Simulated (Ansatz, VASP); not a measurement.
**RbCl: VASP beside Ansatz**

File POSCAR:

```
RbCl
1.0
    0.0000000000      3.3057264390      3.3057264390
    3.3057264390      0.0000000000      3.3057264390
    3.3057264390      3.3057264390      0.0000000000
Rb Cl
1 1
Direct
    0.0000000000      0.0000000000      0.0000000000
    0.5000000000      0.5000000000      0.5000000000
```

File INCAR.step1:

```
  PREC = Accurate
  ENCUT = 550
  ISMEAR = 0
  SIGMA = 0.01
  LREAL = F
  LASPH = T
  NELM = 120
  NBANDS = 15
  GGA = PE
  ALGO = Normal
  EDIFF = 1E-5
  LWAVE = T
  LCHARG = F
  GGA_COMPAT = F
```

The input INCAR.step2:

```
  PREC = Accurate
  ENCUT = 550
  EDIFF = 1E-6
  ISMEAR = 0
  SIGMA = 0.01
  LREAL = F
  LASPH = T
  NELM = 120
  ALGO = Normal
  ISIF = 2
  LWAVE = F
  LCHARG = F
  METAGGA = R2SCAN
  LMIXTAU = T
  NBANDS = 15
  ISTART = 1
  GGA_COMPAT = F
```

Contents of KPOINTS:

```
Automatic mesh
0
Gamma
  6 6 6
```

Input for Ansatz:

```yaml
crystal:
  lattice:
    - [0.0, 3.305726439, 3.305726439]
    - [3.305726439, 0.0, 3.305726439]
    - [3.305726439, 3.305726439, 0.0]
  atoms:
    - { symbol: Rb, position: [0.0, 0.0, 0.0] }
    - { symbol: Cl, position: [0.5, 0.5, 0.5] }
kpoints:
  mp_grid: { grid: [6, 6, 6] }
hamiltonian:
  xc: r2scan
scf:
  occupations: { method: fixed }
  n_extra_bands: 4
output:
  forces: true
  stress: true
  eigenvalues: true
```

Alike in both runs: task single point; functional r2SCAN; k mesh 6 × 6 × 6; no spin polarisation.

|  | VASP | Ansatz |
| --- | --- | --- |
| version | VASP 6.6.1 | Ansatz 0.2.0 |
| potentials or method | VASP PAW PBE potentials, release 64 (Rb_sv, Cl) | plane waves, PAW |
| plane-wave cutoff (eV) | 550 | 500 |
| occupations | gaussian, width 0.01 eV | fixed |
| valence electrons in the cell | 16 | 16 |

```tsv
	VASP	Ansatz	Ansatz less VASP
gap on the k mesh at the Fermi level (eV)	5.56	5.56	-0.001
pressure (GPa)	0.0	0.0	-0.01
```

VASP's potentials were made for PBE, not for r2SCAN.
